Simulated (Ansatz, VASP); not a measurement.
# One calculation of Si, two programs

The input INCAR:

```
SYSTEM = Si
ALGO = Normal ; EDIFF = 1E-6
ENCUT = 520 ; ISIF = 2
ISMEAR = 0 ; LASPH = .TRUE.
LCHARG = .FALSE. ; LREAL = .FALSE.
LWAVE = .FALSE. ; NBANDS = 8
NELM = 80 ; PREC = Accurate
SIGMA = 0.15
```

File KPOINTS:

```
k-points
0
G
  24 24 20
  0 0 0
```

POSCAR

```
Si
1.0
    2.7515699556      0.0000000000      0.0000000000
   -1.3757849778      2.3829294819      0.0000000000
    0.0000000000      0.0000000000      2.3430366705
Si
1
Direct
    0.0000000000      0.0000000000      0.0000000000
```

Input for Ansatz:

```yaml
crystal:
  lattice:
    - [2.7515699556, 0.0, 0.0]
    - [-1.3757849778, 2.3829294819, 0.0]
    - [0.0, 0.0, 2.3430366705]
  atoms:
    - { symbol: Si, position: [0.0, 0.0, 0.0] }
basis:
  ecutwfc: 420
kpoints:
  mp_grid: { grid: [24, 24, 20] }
hamiltonian:
  xc: lda
scf:
  occupations: { method: gaussian, width: 0.15 }
output:
  forces: true
  stress: true
  eigenvalues: true
```

Change from the starting cell: strain +0.050 along x and y, -0.050 along z, atoms carried along.

Alike in both runs: task single point; functional LDA; k mesh 24 × 24 × 20; occupations gaussian, width 0.15 eV; no spin polarisation.

|  | VASP | Ansatz |
| --- | --- | --- |
| version | VASP 6.6.1 | Ansatz 0.2.0 |
| potentials or method | VASP PAW LDA potentials, release 64 (Si), cutoff 520 eV | scalar-relativistic, plane waves, PAW |
| valence electrons in the cell | 4 | 4 |

Ansatz gave:

| Quantity | Value |
| --- | --- |
| gap on the k mesh at the Fermi level (eV) | none |
| pressure (GPa) | -2.9 |
| traceless stress, the component that is largest in VASP (GPa) | 15.28 |

Question: Estimate VASP's values.

Answer: gap on the k mesh at the Fermi level (eV): none; pressure (GPa): -2.8; traceless stress, the component that is largest in VASP (GPa): 15.34.

LDA's correlation is that of Perdew and Zunger in VASP and of Perdew and Wang (1992) in Ansatz. A gap of «none» marks a metal or a gap that the smearing closes.
